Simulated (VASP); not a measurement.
Write the native input for VASP 6.6.1 that does the following.

```yaml
Task: single point
Functional: LDA
Potentials_or_basis: VASP PAW LDA potentials, release 64 (I)
Cutoff: 520 eV
k_mesh: 2 × 2 × 1
Occupations: fermi-dirac, width 0.05 eV
Spin: no spin polarisation
Dipole_correction: no
Further_INCAR_settings: ALGO = Normal; EDIFF = 1e-07; NBANDS = 22
```

The structure of I lies in POSCAR:

```
I
1.0
    3.5886574692     -2.1413150360      0.0000000000
    3.5886574692      2.1413150360      0.0000000000
    0.0000000000      0.0000000000      9.6272130010
I
4
Direct
    0.8254264989      0.1745735011      0.1231842597
    0.6745735011      0.3254264989      0.6231842597
    0.1745735011      0.8254264989      0.8768157403
    0.3254264989      0.6745735011      0.3768157403
```

The input as run:

INCAR

```
ALGO = Normal
EDIFF = 1E-7
ENCUT = 520
ISIF = 2
ISMEAR = -1
LASPH = T
LCHARG = T
LELF = T
LREAL = F
LVHAR = T
LWAVE = F
NBANDS = 22
NELM = 60
PREC = Accurate
SIGMA = 0.05
```

KPOINTS

```
k-points
0
Gamma
  2 2 1
```

Potentials or basis: VASP PAW LDA potentials, release 64 (I).

Run with:

```bash
$ cat potpaw_LDA.64/I/POTCAR > POTCAR
$ mpirun -np 1 vasp_std > vasp.out
```

It gave:

```json
{
  "Pressure": "0.3 GPa",
  "Largest force": "0.570 eV/Å",
  "Band gap on the k mesh": "0.74 eV (least direct gap 1.00 eV)"
}
```

Caveat: the k points lie up to 0.85 Å⁻¹ apart; spin-orbit coupling is left out, which moves the levels of the heavy elements; an odd mesh through Γ misses points on the zone boundary, where band edges can lie.

Run time: 18 s on 1 thread of Intel Xeon 8259CL (shared host), peak memory 0.19 GiB.
